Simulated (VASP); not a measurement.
# As (P6/mmm) in VASP: further runs

Runs on As. Level: PBE. Tasks: relaxation of cell and atoms, single point.

Everything below comes from runs of VASP 6.6.1. Logs are shortened: lines on timing, memory, paths and dates and some standing lists are left out, and cuts for length are marked.

## 1. The cell of the first run

It takes space group P6/mmm (No. 191, hexagonal). The conventional cell has a = 2.440 Å, b = 2.440 Å, c = 2.294 Å, α = 90.00°, β = 90.00°, γ = 120.00°. As (site symmetry 6/mmm) has 8 As at 2.29 to 2.44 Å within 3.0 Å.

## 2. Relaxation of cell and atoms, PBE, target pressure 120 GPa, at which the enthalpy is minimised

INCAR reads:

```
ALGO = Normal
EDIFF = 1E-6
EDIFFG = -0.005
ENCUT = 600
GGA = PE
IBRION = 2
ISIF = 3
ISMEAR = -1
LASPH = T
LCHARG = F
LREAL = F
LWAVE = F
NELM = 60
NSW = 60
PREC = Accurate
PSTRESS = 1200.0
SIGMA = 0.05
```

KPOINTS reads:

```
k-points
0
Gamma
  18 18 17
```

POSCAR reads:

```
As
1.0
    2.4400231818      0.0000000000      0.0000000000
   -1.2200115909      2.1131220613      0.0000000000
    0.0000000000      0.0000000000      2.2936217909
As
1
Direct
    0.0000000000      0.0000000000      0.0000000000
```

Potentials or basis: VASP PAW PBE potentials, release 64 (As).

Run with:

```bash
cat potpaw_PBE.64/As/POTCAR > POTCAR
mpirun -np 1 vasp_std > vasp.out
```

OUTCAR:

```text
EDIFF = 1E-6
   EDIFFG = -0.005
   ENCUT = 600
   GGA = PE
   IBRION = 2
   ISIF = 3
   ISMEAR = -1
   LASPH = T
   LREAL = F
   NELM = 60
   NSW = 60
   PREC = Accurate
   PSTRESS = 1200.0

 ion  position               nearest neighbor table
   1  0.000  0.000  0.000-

  LATTYP: Found a hexagonal cell.
 ALAT       =     2.4400231818
 C/A-ratio  =     0.9400000000

  Lattice vectors:

 A1 = (   2.4400231818,   0.0000000000,   0.0000000000)
 A2 = (  -1.2200115909,   2.1131220613,   0.0000000000)
 A3 = (   0.0000000000,   0.0000000000,   2.2936217909)

Analysis of symmetry for initial positions (statically):
=====================================================================
 Subroutine PRICEL returns:
 Original cell was already a primitive cell.

 Routine SETGRP: Setting up the symmetry group for a
 hexagonal supercell.

 Subroutine GETGRP returns: Found 24 space group operations
 (whereof 24 operations were pure point group operations)
 out of a pool of 24 trial point group operations.

The static configuration has the point symmetry D_6h.

Analysis of symmetry for dynamics (positions and initial velocities):
=====================================================================
 Subroutine PRICEL returns:
 Original cell was already a primitive cell.

 Routine SETGRP: Setting up the symmetry group for a
 hexagonal supercell.

 Subroutine GETGRP returns: Found 24 space group operations
 (whereof 24 operations were pure point group operations)
 out of a pool of 24 trial point group operations.

The dynamic configuration has the point symmetry D_6h.

 Subroutine INISYM returns: Found 24 space group operations
 (whereof 24 operations are pure point group operations),
 and found     1 'primitive' translations

----------------------------------------------------------------------------------------

                                     Primitive cell

  volume of cell :      11.8261

  direct lattice vectors                    reciprocal lattice vectors
     2.440023182  0.000000000  0.000000000     0.409832172  0.236616715  0.000000000
    -1.220011591  2.113122061  0.000000000     0.000000000  0.473233429  0.000000000
     0.000000000  0.000000000  2.293621791     0.000000000  0.000000000  0.435991672
[... 94 lines left out ...]
   NUPDOWN=      -1.0000    fix difference up-down
   EMIN   =  10.00;   EMAX   =-10.00  energy-range for DOS
   EFERMI =   0.00;   METHOD = LEGACY
   ISMEAR =    -1;   SIGMA  =   0.05  broadening in eV -4-tet -1-fermi 0-gaus
   EFERMI_NEDOS =   21; number of points for ismear=-14 and -15
   IALGO  =     38    algorithm
   IMIX   =      4    mixing-type and parameters
     AMIX     =   0.40;   BMIX     =  1.00
     AMIX_MAG =   1.60;   BMIX_MAG =  1.00
  volume/ion in A,a.u.               =      11.83        79.81
  Fermi-wavevector in a.u.,A,eV,Ry     =   1.228716  2.321936 20.541289  1.509742
  Thomas-Fermi vector in A             =   2.363631
   LORBIT       =      0    0 simple, 1 ext, 2 COOP (PROOUT), +10 PAW based schemes
   GGA     = PE    functional components
   LHFCALC =     F    Hartree Fock is set to
   AEXX    =    0.0000 exact exchange contribution
   IVDW    =     0    specifies the selected vdW correction
   LEPSILON=     F    determine dielectric tensor
   LRPA    =     F    only Hartree local field effects (RPA)
 conjugate gradient relaxation of ions
 non-spin polarized calculation
  energy-cutoff  :      600.00
  volume of cell :       11.83
 maximum number of plane-waves:       407
 NGX is ok and might be reduce to    20

--------------------------------------- Ionic step        1  -------------------------------------------

 number of electron       5.0000000 magnetization

 Free energy of the ion-electron system (eV)
  ---------------------------------------------------
  ext. energy  EPLUGINS =         0.00000000
  ---------------------------------------------------
  free energy    TOTEN  =        -2.26830309 eV

  energy without entropy =       -2.26575972  energy(sigma->0) =       -2.26703141

------------------------ aborting loop because EDIFF is reached ----------------------------------------

  FORCE on cell =-STRESS in cart. coord.  units (eV):
  Direction    XX          YY          ZZ          XY          YZ          ZX
  --------------------------------------------------------------------------------------
  -------------------------------------------------------------------------------------
  Total        9.7300884      9.7300884      9.8014561      0.0000000      0.0000000      0.0000000
  in kB     1318.2173576   1318.2173576   1327.8861430      0.0000000      0.0000000      0.0000000
  external PRESSURE =     121.4402861 kB  Pullay stress =    1200.0000000 kB
[... 94 lines left out ...]
  energy  without entropy=       -2.5003289788  energy(sigma->0) =       -2.50167762

  enthalpy is  TOTEN    =         6.5786213700 eV   P V=        9.0816476333

[... ionic steps 4 to 7 ...]

--------------------------------------- Ionic step        8  -------------------------------------------

 number of electron       5.0000000 magnetization

------------------------ aborting loop because EDIFF is reached ----------------------------------------
[... 69 lines left out ...]
--------------------------------------- Ionic step       10  -------------------------------------------

 number of electron       5.0000000 magnetization

 Free energy of the ion-electron system (eV)
  ---------------------------------------------------
  ext. energy  EPLUGINS =         0.00000000
  ---------------------------------------------------
  free energy    TOTEN  =        -2.49337671 eV

  energy without entropy =       -2.49068740  energy(sigma->0) =       -2.49203206

 E-fermi :  13.1509     XC(G=0): -12.7880

 val. band max:       13.1442464496   @ k =   0.3889   0.2222   0.3529
 cond. band min:      13.1879558253   @ k =   0.3889   0.1111   0.1765
 fundamental gap:      0.0437093757
 Fermi energy:        13.1509260026

 k-point     1 :       0.0000    0.0000    0.0000
  band No.  band energies     occupation
      1      -7.6553      2.00000
      2      18.9148      0.00000
      3      21.9623      0.00000
      4      21.9623      0.00000
      5      22.1254      0.00000
      6      27.3669      0.00000
[... 199 lines left out ...]
 k-point    24 :       0.3889    0.1111    0.0000
  band No.  band energies     occupation
      1      -0.8763      2.00000
      2       3.3170      2.00000
      3      12.4387      2.00000
      4      23.7936      0.00000
      5      24.7899      0.00000
      6      30.0496      0.00000

 [... further k-points ...]
[... 5 lines left out ...]
  --------------------------------------------------------------------------------------
  -------------------------------------------------------------------------------------
  Total        9.0725434      9.0725434      9.0704786      0.0000000     -0.0000000      0.0000000
  in kB     1200.0821248   1200.0821249   1199.8090055      0.0000000     -0.0000000      0.0000000
  external PRESSURE =      -0.0089150 kB  Pullay stress =    1200.0000000 kB
[... 20 lines left out ...]
  energy  without entropy=       -2.4906874019  energy(sigma->0) =       -2.49203206

  enthalpy is  TOTEN    =         6.5785458180 eV   P V=        9.0719225268

 reached required accuracy - stopping structural energy minimisation
```

OSZICAR:

```text
N       E                     dE             d eps       ncg     rms          rms(c)
DAV:   1     0.782552135451E+01    0.78255E+01   -0.27151E+03  4056   0.753E+02
DAV:   2    -0.222928963013E+01   -0.10055E+02   -0.95239E+01  5580   0.805E+01
DAV:   3    -0.232001870143E+01   -0.90729E-01   -0.89652E-01  4758   0.861E+00
DAV:   4    -0.232007527845E+01   -0.56577E-04   -0.56574E-04  5472   0.213E-01
[... 54 lines left out ...]
       N       E                     dE             d eps       ncg     rms          rms(c)
DAV:   1    -0.249338359313E+01    0.12259E-01   -0.32930E-04  4482   0.124E-01    0.213E-02
DAV:   2    -0.249337846873E+01    0.51244E-05   -0.33912E-06  4602   0.190E-02    0.119E-02
DAV:   3    -0.249337673983E+01    0.17289E-05   -0.46373E-06  4374   0.149E-02    0.182E-03
DAV:   4    -0.249337670881E+01    0.31022E-07   -0.11318E-08  1998   0.149E-03
  10 F= 0.65785458E+01 E0= 0.65798905E+01  d E =-.311019E-05
```

CONTCAR:

```text
As
   1.00000000000000
     2.4577677318129640   -0.0000000000000000    0.0000000000000000
    -1.2288838659064820    2.1284892924190384   -0.0000000000000000
    -0.0000000000000000    0.0000000000000000    2.3153484583104773
  As
     1
Direct
     0.0000000000000000    0.0000000000000000    0.0000000000000000

  0.00000000E+00  0.00000000E+00  0.00000000E+00
```

Wall time 35 s (1 thread of Intel Xeon 6975P-C (Granite Rapids), shared host); peak memory 0.15 GiB.

What came out:

| Quantity | Value |
| --- | --- |
| Free energy | -2.4934 eV |
| Relaxed volume | 12.11 Å³/atom |
| Relaxed cell | a = 2.458 Å, b = 2.458 Å, c = 2.315 Å, α = 90.00°, β = 90.00°, γ = 120.00° |
| Space group after relaxing (to 0.05 Å) | P6/mmm (No. 191) |
| Energy change on relaxing (the enthalpy is what falls) | -225.1 meV/atom |
| Ionic steps | 10 |
| Pressure after relaxing | 120.0 GPa |

The path:
```tsv
step	energy change (eV)	largest force (eV/Å)	pressure (GPa)	volume (Å³)
1	0.0000	0.0000	132.14	11.83
2	-1.0182	0.0000	76.36	13.43
3	-0.2347	0.0000	119.43	12.13
4	-0.2248	0.0000	119.96	12.11
5	-0.2205	0.0000	120.15	12.11
6	-0.2213	0.0000	120.29	12.11
7	-0.2209	0.0000	120.22	12.11
8	-0.2209	0.0000	120.23	12.11
9	-0.2373	0.0000	119.34	12.13
10	-0.2251	0.0000	120.00	12.11
```

Final structure:
```yaml
crystal:
  lattice:
    - [2.45777, 0.00000, 0.00000]
    - [-1.22888, 2.12849, 0.00000]
    - [0.00000, 0.00000, 2.31535]
  atoms:
    - { symbol: As, position: [0.00000, 0.00000, 0.00000] }
```

Levels at points of the mesh, in eV from the Fermi level:
| k point | band 1 | band 2 | band 3 | band 4 | band 5 | band 6 |
| --- | --- | --- | --- | --- | --- | --- |
| (0.00, 0.00, 0.00) | -20.81 | 5.76 | 8.81 | 8.81 | 8.97 | 14.22 |
| (0.50, 0.00, 0.00) | -13.26 | -11.40 | 2.48 | 6.92 | 11.83 | 17.31 |

Caveat: the cell is relaxed towards a set pressure, so the enthalpy falls and the energy may rise.

## 3. Relaxation of cell and atoms, PBE, target pressure 120 GPa, at which the enthalpy is minimised

This run uses another cell than the first one, of 12.03 Å³/atom, 1.017 times its volume.

INCAR reads:

```
SYSTEM = As
ALGO     = Normal         ! electronic algorithm
EDIFF    = 1E-6           ! SCF threshold, eV
EDIFFG   = -0.005         ! ionic threshold
ENCUT    = 600            ! plane-wave cutoff, eV
GGA      = PE             ! functional
IBRION   = 2              ! ionic algorithm
ISIF     = 3              ! what is computed and relaxed
ISMEAR   = -1             ! smearing method
LASPH    = .True.         ! aspherical terms in the spheres
LCHARG   = .False.        ! write CHGCAR
LREAL    = .False.        ! projectors in reciprocal space
LWAVE    = .False.        ! write WAVECAR
NELM     = 80             ! most SCF steps
NSW      = 32             ! ionic steps
PREC     = Accurate       ! precision mode
PSTRESS  = 1200.0       
SIGMA    = 0.05           ! smearing width, eV
```

KPOINTS reads:

```
k-points
0
Gamma
  18 18 17
  0 0 0
```

POSCAR reads:

```
As
1.0
    2.4523120711      0.0000000000      0.0000000000
   -1.2261560356      2.1237645516      0.0000000000
    0.0000000000      0.0000000000      2.3094823432
As
1
Direct
    0.0000000000      0.0000000000      0.0000000000
```

Potentials or basis: VASP PAW PBE potentials, release 64 (As).

Run with:

```bash
cat potpaw_PBE.64/As/POTCAR > POTCAR
mpirun -np 1 vasp_std > vasp.out
```

Wall time 21 s (1 thread of Intel Xeon 6975P-C (Granite Rapids), shared host); peak memory 0.15 GiB.

The run converged. Its results:

| Quantity | Value |
| --- | --- |
| Free energy | -2.4926 eV |
| Relaxed volume | 12.11 Å³/atom |
| Relaxed cell | a = 2.458 Å, b = 2.458 Å, c = 2.315 Å, α = 90.00°, β = 90.00°, γ = 120.00° |
| Space group after relaxing (to 0.05 Å) | P6/mmm (No. 191) |
| Energy change on relaxing (the enthalpy is what falls) | -63.2 meV/atom |
| Ionic steps | 6 |
| Pressure after relaxing | 120.0 GPa |

The path:
```csv
step,energy change (eV),largest force (eV/Å),pressure (GPa),volume (Å³)
1,0.0000,0.0000,123.44,12.03
2,-0.3251,0.0000,105.77,12.48
3,-0.0643,0.0000,119.97,12.11
4,-0.0630,0.0000,120.03,12.11
5,-0.0637,0.0000,120.04,12.11
6,-0.0632,0.0000,120.04,12.11
```

Final structure:
```
As
1.0
     2.45773    0.00000    0.00000
    -1.22886    2.12845    0.00000
     0.00000    0.00000    2.31523
As
1
Direct
  0.00000 0.00000 0.00000
```

Levels at points of the mesh, in eV from the Fermi level:
| k point | band 1 | band 2 | band 3 | band 4 | band 5 | band 6 |
| --- | --- | --- | --- | --- | --- | --- |
| (0.00, 0.00, 0.00) | -20.81 | 5.77 | 8.81 | 8.81 | 8.98 | 14.22 |
| (0.50, 0.00, 0.00) | -13.26 | -11.40 | 2.48 | 6.92 | 11.84 | 17.31 |

Caveat: the cell is relaxed towards a set pressure, so the enthalpy falls and the energy may rise.

## 4. Relaxation of cell and atoms, PBE, target pressure 120 GPa, at which the enthalpy is minimised

This run uses another cell than the first one: it holds 3 atoms, not 1.

INCAR reads:

```
  PREC = Accurate
  ENCUT = 600
  EDIFF = 1E-6
  ISMEAR = -1
  SIGMA = 0.05
  LREAL = F
  LASPH = T
  NELM = 100
  ALGO = Normal
  ISIF = 3
  LWAVE = F
  LCHARG = F
  GGA = PE
  IBRION = 2
  NSW = 32
  EDIFFG = -0.005
  PSTRESS = 1200.0
```

KPOINTS reads:

```
regular mesh
0
Gamma
  9 9 13
```

POSCAR reads:

```
As
1.0
    4.0812307366      0.0000000000      0.0000000000
   -2.0406153683      3.5344494966      0.0000000000
    0.0000000000      0.0000000000      2.4135198599
As
3
Direct
    0.0000000000      0.0000000000      0.0000000000
    0.3333333333      0.6666666667      0.5000000000
    0.6666666667      0.3333333333      0.5000000000
```

Run with:

```bash
cat potpaw_PBE.64/As/POTCAR > POTCAR
mpirun -np 1 vasp_std > vasp.out
```

It took 30 s on 1 thread of Intel Xeon 6975P-C (Granite Rapids), shared host; peak memory 0.19 GiB.

The run converged. Its results:

| Quantity | Value |
| --- | --- |
| Free energy | -7.2614 eV |
| Relaxed volume | 11.68 Å³/atom |
| Relaxed cell | a = 4.090 Å, b = 4.090 Å, c = 2.418 Å, α = 90.00°, β = 90.00°, γ = 120.00° |
| Space group after relaxing (to 0.05 Å) | P6/mmm (No. 191) |
| Energy change on relaxing (the enthalpy is what falls) | -56.4 meV/atom |
| Ionic steps | 3 |
| Pressure after relaxing | 120.0 GPa |

Step by step:
| step | energy change (eV) | largest force (eV/Å) | pressure (GPa) | volume (Å³) |
| --- | --- | --- | --- | --- |
| 1 | 0.0000 | 0.0000 | 123.23 | 34.81 |
| 2 | -0.8537 | 0.0000 | 106.75 | 36.01 |
| 3 | -0.1691 | 0.0000 | 119.98 | 35.04 |

Final structure:
```xyz
3
Lattice="4.0901 0.0000 0.0000 -2.0450 3.5421 0.0000 0.0000 0.0000 2.4185" Properties=species:S:1:pos:R:3 pbc="T T T"
As    0.0000    0.0000    0.0000
As    0.0000    2.3614    1.2092
As    2.0450    1.1807    1.2092
```

Levels at points of the mesh, in eV from the Fermi level:
```csv
k point,band 4,band 5,band 6,band 7,band 8,band 9,band 10,band 11
"(0.00, 0.00, 0.00)",-8.14,-8.14,-7.82,-7.82,3.18,7.55,10.70,10.70
```

Caveat: the cell is relaxed towards a set pressure, so the enthalpy falls and the energy may rise; the bands computed are all filled at some k points, so no gap is given.

(Continued in part 2 of 2.)
